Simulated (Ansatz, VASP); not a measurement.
Two plane-wave programs on Zn

POSCAR

```
Zn
1.0
   -1.5538543855      1.5538543855      1.5538543855
    1.5538543855     -1.5538543855      1.5538543855
    1.5538543855      1.5538543855     -1.5538543855
Zn
1
Direct
    0.0000000000      0.0000000000      0.0000000000
```

INCAR.step1

```
SYSTEM = Zn
ALGO = Normal
EDIFF = 1E-4
ENCUT = 520
GGA = PE
ISMEAR = -1
LASPH = .True.
LCHARG = .False.
LREAL = .False.
LWAVE = .True.
NBANDS = 12
NELM = 60
PREC = Accurate
SIGMA = 0.1
```

Contents of INCAR.step2:

```
SYSTEM = Zn
ALGO = Normal
EDIFF = 1E-6
ENCUT = 520
ISIF = 2
ISMEAR = -1
ISTART = 1
LASPH = .True.
LCHARG = .False.
LMIXTAU = .True.
LREAL = .False.
LWAVE = .False.
METAGGA = R2SCAN
NBANDS = 12
NELM = 60
PREC = Accurate
SIGMA = 0.1
```

The input KPOINTS:

```
k-points
0
Gamma
  16 16 16
  0 0 0
```

Input for Ansatz:

```yaml
crystal:
  lattice:
    - [-1.5538543855, 1.5538543855, 1.5538543855]
    - [1.5538543855, -1.5538543855, 1.5538543855]
    - [1.5538543855, 1.5538543855, -1.5538543855]
  atoms:
    - { symbol: Zn, position: [0.0, 0.0, 0.0] }
hamiltonian:
  xc: r2scan
  pseudopotentials:
    kind: paw
    azcp:
      Zn: "pseudopotentials/Zn.paw.azcp"
basis:
  ecutwfc: 500
  fft_grid_basis: typed
kpoints:
  mp_grid: { grid: [16, 16, 16], shift: [0, 0, 0] }
magnetization:
  spin_polarized: false
scf:
  occupations: { method: fermi_dirac, width: 0.1 }
  lower_state_search: "off"
output:
  stress: true
  write_density: true
  write_potential: true
  elf: true
  volumetric_format: npy
```

Alike in both runs: task single point; functional r2SCAN; k mesh 16 × 16 × 16; occupations fermi-dirac, width 0.1 eV; no spin polarisation.

```csv
,VASP,Ansatz
version,VASP 6.6.1,Ansatz 0.2.0
potentials or method,"VASP PAW PBE potentials, release 64 (Zn), cutoff 520 eV","plane waves (500 eV) with PAW, scalar-relativistic"
valence electrons in the cell,12,12
```

Ansatz gave:

- pressure (GPa): -2.9

Question: What did VASP give for the same quantities?

Answer: Pressure (GPa): -2.4.

VASP's potentials were made for PBE, not for r2SCAN.
